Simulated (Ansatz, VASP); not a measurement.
# Al3Ga2As5: VASP beside Ansatz

```
CELL_PARAMETERS angstrom
-1.92991 1.92991 13.64651
1.92991 -1.92991 13.64651
1.92991 1.92991 -13.64651
ATOMIC_POSITIONS crystal
Al 0.50000 0.50000 0.00000
Al 0.70000 0.70000 0.00000
Al 0.30000 0.30000 0.00000
Ga 0.90000 0.90000 0.00000
Ga 0.10000 0.10000 0.00000
As 0.55000 0.05000 0.50000
As 0.15000 0.65000 0.50000
As 0.75000 0.25000 0.50000
As 0.35000 0.85000 0.50000
As 0.95000 0.45000 0.50000
```

Alike in both runs: task single point; functional PBE; k mesh 6 × 6 × 6; occupations gaussian, width 0.1 eV; no spin polarisation.

|  | VASP | Ansatz |
| --- | --- | --- |
| version | VASP 6.6.1 | Ansatz 0.2.0 |
| potentials or method | VASP PAW PBE potentials, release 64 (Al, Ga_d, As), cutoff 520 eV | scalar-relativistic, plane waves, PAW |
| valence electrons in the cell | 60 | 110 |

|  | VASP | Ansatz | Ansatz less VASP |
| --- | --- | --- | --- |
| gap on the k mesh at the Fermi level (eV) | 1.20 | 1.21 | +0.012 |
| least direct gap on the mesh (eV) | 1.28 | 1.29 | +0.012 |
| pressure (GPa) | 13.6 | 13.3 | -0.28 |
| traceless stress, the component that is largest in VASP (GPa) | -0.16 | -0.16 | 0.000 |
| rms of the force components (eV/Å) | 0.039 | 0.038 | -0.0002 |

Atom by atom the forces differ by 0.000 eV/Å (rms over components). VASP's potentials hold 60 valence electrons a cell and Ansatz's 110, so a difference there can come from the potentials and not from the codes.
